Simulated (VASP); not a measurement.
Wanted: the native input for a VASP 6.6.1 run.

```
Task                   : relaxation of cell and atoms
Functional             : PBE
Potentials or basis    : VASP PAW PBE potentials, release 64 (Ti_sv, Al)
Cutoff                 : 600 eV
k mesh                 : 6 × 6 × 1
Occupations            : gaussian, width 0.1 eV
Spin                   : no spin polarisation
Dipole correction      : no
Further INCAR settings : ALGO = Normal; EDIFF = 1e-06; IBRION = 2; EDIFFG = -0.04; NSW = 90; ISIF = 3
```

The structure of TiAl5 lies in POSCAR:

```
TiAl5
1.0
    3.0516859400      0.0000000000      0.0000000000
   -1.5258429700      2.6428375500      0.0000000000
    0.0000000000      0.0000000000     15.2702886800
Ti Al
1 5
Direct
    0.0000000000      0.0000000000      0.0000000000
    0.6666666700      0.3333333300      0.1697627500
    0.0000000000      0.0000000000      0.3333671700
    0.6666666700      0.3333333300      0.5000000000
    0.0000000000      0.0000000000      0.6666328300
    0.6666666700      0.3333333300      0.8302372500
```

The cell was built from a structure type or drawn by symmetry, and may not be a known phase.

One way to write it, as run:

INCAR

```
  ALGO = Normal
  EDIFF = 1E-6
  EDIFFG = -0.04
  ENCUT = 600
  GGA = PE
  IBRION = 2
  ISIF = 3
  ISMEAR = 0
  LASPH = T
  LCHARG = F
  LREAL = F
  LWAVE = F
  NELM = 80
  NSW = 90
  PREC = Accurate
  SIGMA = 0.1
```

KPOINTS

```
k-points
0
Gamma
  6 6 1
```

Potentials or basis: VASP PAW PBE potentials, release 64 (Ti_sv, Al).

Command:

```bash
$ cat potpaw_PBE.64/Ti_sv/POTCAR potpaw_PBE.64/Al/POTCAR > POTCAR
$ mpirun -np 1 vasp_std > vasp.out
```

Results of the run:

```yaml
Relaxed_volume: 16.64 Å³/atom
Relaxed_cell: a = 2.883 Å, b = 2.883 Å, c = 13.870 Å, α = 90.00°, β = 90.00°, γ = 120.00°
Space_group_after_relaxing_to_0.1_Å: P-6m2 (No. 187)
Energy_gained_by_relaxing: 186.8 meV/atom
Ionic_steps: 11
Pressure_after_relaxing: 0.0 GPa
Largest_force_after_relaxing: 0.017 eV/Å
Band_gap_on_the_k_mesh: zero (an odd number of electrons rules out a gap without spin polarisation)
```

Caveat: the k points lie up to 0.45 Å⁻¹ apart in the final cell, too coarse for converged energies and pressures of a metal; the volume moved by over 15 % at a fixed basis, so the end points are rough.

It took 5 min on 1 thread of Intel Xeon 8259CL (shared host), peak memory 0.27 GiB.
